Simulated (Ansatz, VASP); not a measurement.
## One calculation of W, two programs

```
CELL_PARAMETERS angstrom
0.00000 2.92875 2.92875
2.92875 0.00000 2.92875
2.92875 2.92875 0.00000
ATOMIC_POSITIONS crystal
W 0.12500 0.12500 0.12500
W 0.87500 0.87500 0.87500
```

Alike in both runs: functional revPBE; k mesh 10 × 10 × 10; occupations fermi-dirac, width 0.1 eV; no spin polarisation.

Ansatz relaxed the structure, and its values are those at the end. VASP's run is a single point on that final structure, the one shown.

```csv
,VASP,Ansatz
version,VASP 6.6.1,Ansatz 0.2.0
potentials or method,"VASP PAW PBE potentials, release 64 (W_sv), cutoff 520 eV","plane waves (420 eV) with PAW, scalar-relativistic"
valence electrons in the cell,28,28
```

Ansatz gave:

* pressure (GPa): 0.0

**Question.** What did VASP give for the same quantities?

**Answer.** Pressure (GPa): 0.4.

VASP's potentials were made for PBE, not for revPBE.

Neither program's run includes spin-orbit coupling.
